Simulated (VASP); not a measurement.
CdSe: single point with r2SCAN

Crystal: CdSe.

```
Cd Se
1.0
     0.00000    2.81529    2.81529
     2.81529    0.00000    2.81529
     2.81529    2.81529    0.00000
Cd Se
1 1
Direct
  0.00000 0.00000 0.00000
  0.50000 0.50000 0.50000
```

* Program: VASP 6.6.1
* Task: single point
* Functional: r2SCAN
* Potentials or basis: VASP PAW PBE potentials, release 64 (Cd, Se)
* Cutoff: 520 eV
* k mesh: 8 × 8 × 8
* Occupations: fermi-dirac, width 0.05 eV
* Spin: no spin polarisation
* Dipole correction: no
* Further INCAR settings: ALGO = Normal; EDIFF = 1e-06; NBANDS = 16

* Pressure: 2.6 GPa

Levels at points of the mesh, in eV from the Fermi level:
```csv
k point,band 5,band 6,band 7,band 8,band 9,band 10,band 11,band 12,band 13,band 14
"(0.00, 0.00, 0.00)",-8.37,-8.37,-0.82,-0.82,-0.82,0.87,9.11,9.11,9.11,10.74
"(0.50, 0.00, 0.00)",-8.21,-8.21,-5.36,-0.15,-0.15,3.46,5.70,5.70,6.92,12.16
"(0.50, 0.50, 0.00)",-8.16,-7.53,-4.62,-2.40,-2.40,-0.10,5.71,10.90,11.54,11.54
```

Run time: 52 s on 1 thread of Intel(R) Xeon(R) 6975P-C (Granite Rapids), with other jobs on the host, peak memory 0.18 GiB.

Caveat: the PAW data sets were made with another functional, which shifts forces and pressure a little.
